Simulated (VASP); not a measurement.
The system is AgCl.

```xyz
2
Lattice="3.4340 0.0000 0.0000 0.0000 3.4340 0.0000 0.0000 0.0000 3.4340" Properties=species:S:1:pos:R:3 pbc="T T T"
Ag    0.0000    0.0000    0.0000
Cl    1.7170    1.7170    1.7170
```

Program: VASP 6.6.1. Alike in all runs: task single point; potentials or basis VASP PAW PBE potentials, release 64 (Ag, Cl); cell as given.

Question: Order these runs on this cell by their pressure, lowest first.
A. level PBE+U; spin off; U Ag d U = 7.7 eV, J = 0.4 eV; k mesh 6 × 7 × 3; cutoff (eV) 520; smearing gaussian 0.1 eV; LDAUTYPE 1; hund's J 0.4
B. level revPBE+D3(BJ); spin off; k mesh 8 × 8 × 8; cutoff (eV) 500; smearing gaussian 0.01 eV
C. level PBE; spin collinear, ferromagnetic start; k mesh 1 × 3 × 4; cutoff (eV) 500; smearing gaussian 0.1 eV
D. level PBE+U; spin collinear, ferromagnetic start; U Ag d U = 4.8 eV; fixed moment (μB) 5.0; k mesh 2 × 2 × 2; cutoff (eV) 500; smearing gaussian 0.1 eV

Answer: B (-3.0 GPa), A (-0.3 GPa), C (2.4 GPa), D (28.2 GPa).

Caveats: some runs use coarse meshes; the total moment is fixed, so each spin has its own Fermi level (some runs); three body term missing (some runs); the PAW data sets were made with another functional, which shifts forces and pressure a little (some runs).
